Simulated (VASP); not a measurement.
Write the native input for VASP 6.6.1 that does the following.

```yaml
Task: single point
Functional: LDA
Potentials_or_basis: VASP PAW LDA potentials, release 64 (Zr_sv, B)
Cutoff: 520 eV
k_mesh: 18 × 18 × 12
Occupations: gaussian, width 0.15 eV
Spin: no spin polarisation
Dipole_correction: no
Further_INCAR_settings: ALGO = Normal; EDIFF = 1e-07; NBANDS = 16
```

The structure of ZrB2 lies in POSCAR:

```
ZrB2
1.0
    3.1880306042      0.0000000000      0.0000000000
   -1.5940153021      2.7609154912      0.0000000000
    0.0000000000      0.0000000000      3.7727154170
Zr B
1 2
Direct
    0.0000000000      0.0000000000      0.0000000000
    0.3333333333      0.6666666667      0.5000000000
    0.6666666667      0.3333333333      0.5000000000
```

This cell differs from its parent crystal: volume 11.069 Å^3 an atom, c/a of the conventional cell 1.1834.

The input as run:

INCAR

```
SYSTEM = ZrB2
ALGO = Normal
EDIFF = 1E-7
ENCUT = 520
GGA = CA
ISIF = 2
ISMEAR = 0
LASPH = .True.
LCHARG = .True.
LELF = .True.
LREAL = .False.
LVHAR = .True.
LWAVE = .False.
NBANDS = 16
NELM = 100
PREC = Accurate
SIGMA = 0.15
```

KPOINTS

```
k-points
0
Gamma
  18 18 12
  0 0 0
```

Potentials or basis: VASP PAW LDA potentials, release 64 (Zr_sv, B).

The run is started by

```console
$ cat potpaw_LDA.64/Zr_sv/POTCAR potpaw_LDA.64/B/POTCAR > POTCAR
$ mpirun -np 1 vasp_std > vasp.out
```

Results of the run:

```yaml
Pressure: -22.1 GPa
Band_gap_on_the_k_mesh: zero (band 9 reaches 10.30 eV, above the bottom of band 10 at 8.97 eV)
```

It took 83 s on 1 thread of Intel(R) Xeon(R) Platinum 8259CL CPU @ 2.50GHz (Skylake/Cascade Lake) (shared host), peak memory 0.24 GiB.
